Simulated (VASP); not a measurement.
Wanted: the native input for a VASP 6.6.1 run.

| Quantity | Value |
| --- | --- |
| Task | relaxation of shape and atoms at fixed volume |
| Functional | r2SCAN |
| Potentials or basis | VASP PAW PBE potentials, release 64 (Mg) |
| Cutoff | 600 eV |
| k mesh | 18 × 18 × 8 |
| Occupations | gaussian, width 0.1 eV |
| Spin | no spin polarisation |
| Dipole correction | no |
| Further INCAR settings | ALGO = Normal; EDIFF = 1e-07; IBRION = 2; EDIFFG = -0.01; NSW = 50; ISIF = 4 |

The system is Mg.

```
Mg
1.0
     3.25213    0.00000    0.00000
    -1.62606    2.81642    0.00000
     0.00000    0.00000    5.21734
Mg
2
Direct
  0.33333 0.66667 0.25000
  0.66667 0.33333 0.75000
```

The input as run:

POSCAR

```
Mg
1.0
    3.2521262289      0.0000000000      0.0000000000
   -1.6260631144      2.8164239306      0.0000000000
    0.0000000000      0.0000000000      5.2173390994
Mg
2
Direct
    0.3333333333      0.6666666667      0.2500000000
    0.6666666667      0.3333333333      0.7500000000
```

INCAR.step1

```
ALGO = Normal
EDIFF = 1E-4
ENCUT = 600
GGA = PE
ISMEAR = 0
LASPH = T
LCHARG = F
LREAL = F
LWAVE = T
NELM = 80
PREC = Accurate
SIGMA = 0.1
```

INCAR.step2

```
ALGO = Normal
EDIFF = 1E-7
EDIFFG = -0.01
ENCUT = 600
IBRION = 2
ISIF = 4
ISMEAR = 0
ISTART = 1
LASPH = T
LCHARG = F
LMIXTAU = T
LREAL = F
LWAVE = F
METAGGA = R2SCAN
NELM = 80
NSW = 50
PREC = Accurate
SIGMA = 0.1
```

KPOINTS

```
k-points
0
Gamma
  18 18 8
```

Potentials or basis: VASP PAW PBE potentials, release 64 (Mg).

Launch:

```console
$ cat potpaw_PBE.64/Mg/POTCAR > POTCAR
$ cp INCAR.step1 INCAR
$ mpirun -np 1 vasp_std > vasp.out
$ cp INCAR.step2 INCAR
$ mpirun -np 1 vasp_std > vasp.out
```

It gave:

| Quantity | Value |
| --- | --- |
| Pressure after relaxing | -2.3 GPa |
| Band gap on the k mesh | zero (bands 2 and 3 overlap by 2.10 eV) |

Caveat: the PAW data sets were made with another functional, which shifts forces and pressure a little.

Run time: 5.8 min on 1 thread of Intel Xeon 8259CL, with other jobs on the host, peak memory 0.23 GiB.
